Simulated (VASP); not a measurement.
# Si2W (I4/mmm) in VASP: a series of runs

Runs on Si2W. Level: PBEsol. Tasks: electric field gradients.

Program: VASP 6.6.1. These are calculated values, not measurements. Logs are shortened: lines on timing, memory, paths and dates and some standing lists are left out, and cuts for length are marked.

**1. The cell of the first run**

It takes space group I4/mmm (No. 139, tetragonal). The conventional cell has a = 3.214 Å, b = 3.214 Å, c = 7.830 Å, α = 90.00°, β = 90.00°, γ = 90.00°. Si (site symmetry 4mm) has 5 W at 2.49 to 2.68 Å and 9 Si at 2.51 to 3.21 Å within 3.3 Å. Within 3.3 Å of W (site symmetry 4/mmm) lie 10 Si at 2.49 to 2.68 Å and 4 W at 3.21 Å.

**2. Electric field gradients, PBEsol (shortest bond scaled by 1.1)**

Input file INCAR:

```
  PREC = Accurate
  ENCUT = 520
  EDIFF = 1E-8
  ISMEAR = -1
  SIGMA = 0.05
  LREAL = F
  LASPH = T
  NELM = 80
  ALGO = Normal
  ISIF = 2
  LWAVE = F
  LCHARG = F
  GGA = PS
  LEFG = T
  NBANDS = 18
```

Input file KPOINTS:

```
Automatic mesh
0
Gamma
  13 13 13
```

Input file POSCAR:

```
Si2W
1.0
   -1.6069000000      1.6069000000      3.9149500000
    1.6069000000     -1.6069000000      3.9149500000
    1.6069000000      1.6069000000     -3.9149500000
Si W
2 1
Direct
    0.3181700000      0.3181700000      0.0000000000
    0.6818300000      0.6818300000      0.0000000000
    0.0000000000      0.0000000000      0.0000000000
```

Potentials or basis: VASP PAW PBE potentials, release 64 (Si, W_sv).

Command:

```console
cat potpaw_PBE.64/Si/POTCAR potpaw_PBE.64/W_sv/POTCAR > POTCAR
mpirun -np 1 vasp_std > vasp.out
```

OUTCAR:

```text
PREC = Accurate
   ENCUT = 520
   EDIFF = 1E-8
   ISMEAR = -1
   LREAL = F
   LASPH = T
   NELM = 80
   ISIF = 2
   GGA = PS

 ion  position               nearest neighbor table
   1  0.318  0.318  0.000-   3 2.49   2 2.51   2 2.51   2 2.51   2 2.51   3 2.68   3 2.68   3 2.68
                             3 2.68   2 2.85
   2  0.682  0.682  0.000-   3 2.49   1 2.51   1 2.51   1 2.51   1 2.51   3 2.68   3 2.68   3 2.68
                             3 2.68   1 2.85
   3  0.000  0.000  0.000-   1 2.49   2 2.49   2 2.68   1 2.68   2 2.68   2 2.68   2 2.68   1 2.68
                             1 2.68   1 2.68

  LATTYP: Found a body centered tetragonal cell.
 ALAT       =     3.2138000000
 C/A-ratio  =     2.4363370465

  Lattice vectors:

 A1 = (  -1.6069000000,   1.6069000000,   3.9149500000)
 A2 = (   1.6069000000,  -1.6069000000,   3.9149500000)
 A3 = (   1.6069000000,   1.6069000000,  -3.9149500000)

Analysis of symmetry for initial positions (statically):
=====================================================================
 Subroutine PRICEL returns:
 Original cell was already a primitive cell.

 Routine SETGRP: Setting up the symmetry group for a
 body centered tetragonal supercell.

 Subroutine GETGRP returns: Found 16 space group operations
 (whereof 16 operations were pure point group operations)
 out of a pool of 16 trial point group operations.

The static configuration has the point symmetry D_4h.

Analysis of symmetry for dynamics (positions and initial velocities):
=====================================================================
 Subroutine PRICEL returns:
 Original cell was already a primitive cell.

 Routine SETGRP: Setting up the symmetry group for a
 body centered tetragonal supercell.

 Subroutine GETGRP returns: Found 16 space group operations
 (whereof 16 operations were pure point group operations)
 out of a pool of 16 trial point group operations.

The dynamic configuration has the point symmetry D_4h.

 Subroutine INISYM returns: Found 16 space group operations
 (whereof 16 operations are pure point group operations),
 and found     1 'primitive' translations

----------------------------------------------------------------------------------------

                                     Primitive cell

  volume of cell :      40.4356

  direct lattice vectors                    reciprocal lattice vectors
    -1.606900000  1.606900000  3.914950000     0.000000000  0.311158131  0.127715552
     1.606900000 -1.606900000  3.914950000     0.311158131  0.000000000  0.127715552
     1.606900000  1.606900000 -3.914950000     0.311158131  0.311158131  0.000000000

  length of vectors
     4.526708376  4.526708376  4.526708376     0.336348992  0.336348992  0.440044048

  position of ions in fractional coordinates (direct lattice)
     0.318170000  0.318170000  0.000000000
     0.681830000  0.681830000  0.000000000
     0.000000000  0.000000000  0.000000000

  ion indices of the primitive-cell ions
   primitive index   ion index
                 1           1
                 2           2
                 3           3

----------------------------------------------------------------------------------------

 KPOINTS: Automatic mesh

Automatic generation of k-mesh.
 Grid dimensions read from file:
 generate k-points for:   13   13   13

 Generating k-lattice:

  Cartesian coordinates                     Fractional coordinates (reciprocal lattice)
     0.000000000  0.023935241  0.009824273     0.076923077  0.000000000  0.000000000
     0.023935241  0.000000000  0.009824273     0.000000000  0.076923077  0.000000000
     0.023935241  0.023935241  0.000000000     0.000000000  0.000000000  0.076923077

  Length of vectors
     0.025872999  0.025872999  0.033849542

  Shift w.r.t. Gamma in fractional coordinates (k-lattice)
     0.000000000  0.000000000  0.000000000

 Subroutine IBZKPT returns following result:
 ===========================================

 Found    196 irreducible k-points:

 Following reciprocal coordinates:
            Coordinates               Weight
  0.000000  0.000000  0.000000      1.000000
  0.076923  0.000000 -0.000000      8.000000
  0.153846  0.000000 -0.000000      8.000000
  0.230769  0.000000  0.000000      8.000000
  0.307692  0.000000 -0.000000      8.000000
  0.384615  0.000000 -0.000000      8.000000
[... 16 lines left out ...]
  0.384615  0.153846  0.000000     16.000000
  0.461538  0.153846  0.000000     16.000000
 [... further k-points ...]
   k-points           NKPTS =    196   k-points in BZ     NKDIM =    196   number of bands    NBANDS=     18
   number of dos      NEDOS =    301   number of ions     NIONS =      3
   total plane-waves  NPLWV =  46656
   dimension x,y,z NGX =    36 NGY =   36 NGZ =   36
   dimension x,y,z NGXF=    72 NGYF=   72 NGZF=   72
   ions per type =               2   1
   NGX,Y,Z   is equivalent  to a cutoff of  13.22, 13.22, 13.22 a.u.
   NGXF,Y,Z  is equivalent  to a cutoff of  26.44, 26.44, 26.44 a.u.
 SYSTEM =  unknown system
   PREC   = accura    normal or accurate (medium, high low for compatibility)
   ISTART =      0    job   : 0-new  1-cont  2-samecut
   ICHARG =      2    charge: 1-file 2-atom 10-const
   ISPIN  =      1    spin polarized calculation?
   LNONCOLLINEAR =      F non collinear calculations
   LSORBIT =      F    spin-orbit coupling
   LASPH  =      T    aspherical Exc in radial PAW
   ENCUT  =  520.0 eV  38.22 Ry    6.18 a.u.   8.42  8.42  8.42*2*pi/ulx,y,z
   NELM   =     80;   NELMIN=  2; NELMDL= -5     # of ELM steps
   EDIFF  = 0.1E-07   stopping-criterion for ELM
   LREAL  =      F    real-space projection
   EDIFFG = 0.1E-06   stopping-criterion for IOM
   NSW    =      0    number of steps for IOM
   IBRION =     -1    ionic relax: 0-MD 1-quasi-New 2-CG
   NFREE  =      0    steps in history (QN), initial steepest desc. (CG)
   ISIF   =      2    stress and relaxation
   ISYM   =      2    0-nonsym 1-usesym 2-fastsym
   POTIM  = 0.5000    time-step for ionic-motion
   TEBEG  =    0.0;   TEEND  =   0.0 temperature during run
   PSTRESS=    0.0 pullay stress
   NELECT =      22.0000    total number of electrons
   NUPDOWN=      -1.0000    fix difference up-down
   EMIN   =  10.00;   EMAX   =-10.00  energy-range for DOS
   EFERMI =   0.00;   METHOD = LEGACY
   ISMEAR =    -1;   SIGMA  =   0.05  broadening in eV -4-tet -1-fermi 0-gaus
   EFERMI_NEDOS =   21; number of points for ismear=-14 and -15
   IALGO  =     38    algorithm
   IMIX   =      4    mixing-type and parameters
     AMIX     =   0.40;   BMIX     =  1.00
     AMIX_MAG =   1.60;   BMIX_MAG =  1.00
  volume/ion in A,a.u.               =      13.48        90.96
  Fermi-wavevector in a.u.,A,eV,Ry     =   1.336476  2.525573 24.302284  1.786167
  Thomas-Fermi vector in A             =   2.465099
   LORBIT       =      0    0 simple, 1 ext, 2 COOP (PROOUT), +10 PAW based schemes
   GGA     = PS    functional components
   LHFCALC =     F    Hartree Fock is set to
   AEXX    =    0.0000 exact exchange contribution
   IVDW    =     0    specifies the selected vdW correction
   LEPSILON=     F    determine dielectric tensor
   LRPA    =     F    only Hartree local field effects (RPA)
 non-spin polarized calculation
  energy-cutoff  :      520.00
  volume of cell :       40.44
 maximum number of plane-waves:      1108
 NGX is ok and might be reduce to    36
   NGX = 17   NGY = 17   NGZ = 17

 number of electron      21.9999999 magnetization

 Free energy of the ion-electron system (eV)
  ---------------------------------------------------
  ext. energy  EPLUGINS =         0.00000000
  ---------------------------------------------------
  free energy    TOTEN  =       -26.32405100 eV

  energy without entropy =      -26.31976367  energy(sigma->0) =      -26.32190733

 E-fermi :  11.8720     XC(G=0): -12.6076

 val. band max:       11.8412984027   @ k =  -0.1538  -0.3077   0.1538
 cond. band min:      11.8817048543   @ k =  -0.3846   0.3846   0.3846
 fundamental gap:      0.0404064516
 Fermi energy:        11.8719567484

 k-point     1 :       0.0000    0.0000    0.0000
  band No.  band energies     occupation
      1     -61.9865      2.00000
      2     -26.3303      2.00000
      3     -26.1679      2.00000
      4     -26.1679      2.00000
      5      -2.4112      2.00000
      6       5.4700      2.00000
[... 10 lines left out ...]
     17      17.1234      0.00000
     18      17.1234      0.00000

 k-point     2 :       0.0769    0.0000   -0.0000
  band No.  band energies     occupation
      1     -61.9861      2.00000
      2     -26.3294      2.00000
      3     -26.1800      2.00000
      4     -26.1668      2.00000
      5      -2.3018      2.00000
      6       5.4767      2.00000
[... 10 lines left out ...]
     17      17.2612      0.00000
     18      17.4939      0.00000

 k-point     3 :       0.1538    0.0000   -0.0000
  band No.  band energies     occupation
      1     -61.9849      2.00000
      2     -26.3271      2.00000
      3     -26.2135      2.00000
      4     -26.1639      2.00000
      5      -1.9781      2.00000
      6       5.4303      2.00000
[... 10 lines left out ...]
     17      17.9864      0.00000
     18      18.3555      0.00000

 k-point     4 :       0.2308    0.0000    0.0000
  band No.  band energies     occupation
      1     -61.9832      2.00000
      2     -26.3238      2.00000
      3     -26.2603      2.00000
      4     -26.1597      2.00000
      5      -1.4536      2.00000
      6       5.0498      2.00000
[... 375 lines left out ...]
      4     -26.1996      2.00000
      5      -0.1694      2.00000
      6       4.1777      2.00000
[... 10 lines left out ...]
     17      18.8571      0.00000
     18      20.1074      0.00000

 k-point    23 :       0.3846    0.1538    0.0000
  band No.  band energies     occupation
      1     -61.9785      2.00000
      2     -26.3450      2.00000
      3     -26.3136      2.00000
      4     -26.1955      2.00000
      5       0.6643      2.00000
      6       3.2830      2.00000
[... 10 lines left out ...]
     17      18.7578      0.00000
     18      20.4273      0.00000

 k-point    24 :       0.4615    0.1538    0.0000
  band No.  band energies     occupation
      1     -61.9776      2.00000
      2     -26.3673      2.00000
      3     -26.3111      2.00000
      4     -26.1932      2.00000
      5       1.5458      2.00000
      6       2.2792      2.00000
[... 10 lines left out ...]
     17      18.9663      0.00000
     18      20.3149      0.00000

 [... further k-points ...]

------------------------ aborting loop because EDIFF is reached ----------------------------------------

  FORCE on cell =-STRESS in cart. coord.  units (eV):
  Direction    XX          YY          ZZ          XY          YZ          ZX
  --------------------------------------------------------------------------------------
  -------------------------------------------------------------------------------------
  Total       -0.6412635     -0.6412635      0.5155542      0.0000000     -0.0000000      0.0000000
  in kB      -25.4087432    -25.4087432     20.4277707      0.0000000     -0.0000000      0.0000000
  external PRESSURE =     -10.1299052 kB  Pullay stress =       0.0000000 kB

 VOLUME and BASIS-vectors are now :
 -----------------------------------------------------------------------------
  energy-cutoff  :      520.00
  volume of cell :       40.44
      direct lattice vectors                 reciprocal lattice vectors
    -1.606900000  1.606900000  3.914950000     0.000000000  0.311158131  0.127715552
     1.606900000 -1.606900000  3.914950000     0.311158131  0.000000000  0.127715552
     1.606900000  1.606900000 -3.914950000     0.311158131  0.311158131  0.000000000

 POSITION                                       TOTAL-FORCE (eV/Angst)
 -----------------------------------------------------------------------------------
      0.00000      0.00000      2.49124        -0.000000     -0.000000      2.382458
      0.00000      0.00000      5.33866         0.000000      0.000000     -2.382458
      0.00000      0.00000      0.00000         0.000000      0.000000      0.000000
 -----------------------------------------------------------------------------------
    total drift:                                0.000000     -0.000000      0.000000

  FREE ENERGIE OF THE ION-ELECTRON SYSTEM (eV)
  ---------------------------------------------------
  free  energy   TOTEN  =       -26.3240510023 eV

  energy  without entropy=      -26.3197636662  energy(sigma->0) =      -26.32190733

 Electric field gradients (V/A^2)
---------------------------------------------------------------------
 ion       V_xx      V_yy      V_zz      V_xy      V_xz      V_yz
---------------------------------------------------------------------
   1       9.522     9.522   -19.044    -0.000    -0.000    -0.000
   2       9.522     9.522   -19.044    -0.000    -0.000    -0.000
   3      92.969    92.969  -185.939     0.000    -0.000    -0.000
---------------------------------------------------------------------

 Electric field gradients after diagonalization (V/A^2)
 (convention: |V_zz| > |V_xx| > |V_yy|)
----------------------------------------------------------------------
 ion       V_xx      V_yy      V_zz     asymmetry (V_yy - V_xx)/ V_zz
----------------------------------------------------------------------
   1       9.522     9.522   -19.044       0.000
   2       9.522     9.522   -19.044       0.000
   3      92.969    92.969  -185.939       0.000
----------------------------------------------------------------------

           NMR quadrupolar parameters

 Cq : quadrupolar parameter    Cq=e*Q*V_zz/h
 eta: asymmetry parameters     (V_yy - V_xx)/ V_zz
 Q  : nuclear electric quadrupole moment in mb (millibarn)
----------------------------------------------------------------------
 ion       Cq(MHz)       eta       Q (mb)
----------------------------------------------------------------------
   1      -0.046       0.000       1.000
   2      -0.046       0.000       1.000
   3      -0.450       0.000       1.000
----------------------------------------------------------------------
```

It took 2.5 min on 1 thread of Intel Xeon Platinum 8259CL at 2.50GHz (Skylake/Cascade Lake), shared host; peak memory 0.3 GiB.

What came out:

```
Free energy            : -26.3241 eV
Pressure               : -1.0 GPa
Largest force          : 2.382 eV/Å
Band gap on the k mesh : zero (band 11 reaches 12.95 eV, above the bottom of band 12 at 11.34 eV)
```

Forces in eV/Å, atoms in the order of the input:
```
Si   0.000  0.000  2.382
Si   0.000  0.000 -2.382
W    0.000  0.000  0.000
```

Stress tensor (GPa, compression positive):
```
-2.54  0.00  0.00
 0.00 -2.54  0.00
 0.00  0.00  2.04
```

Electric field gradients, principal values (V/Å²):
```
atom   least  middle  greatest (by size)
1 Si   9.522   9.522             -19.044
2 Si   9.522   9.522             -19.044
 3 W  92.969  92.969            -185.939
```

Caveat: the cell differs from its parent crystal (shortest bond scaled by 1.1); without QUAD_EFG the Cq values of the log hold for a quadrupole moment of 1 mb, not for the nuclei; the PAW data sets were made with another functional, which shifts forces and pressure a little; spin-orbit coupling is left out, which moves the levels of the heavy elements.

(Part 1 of 2 ends here.)
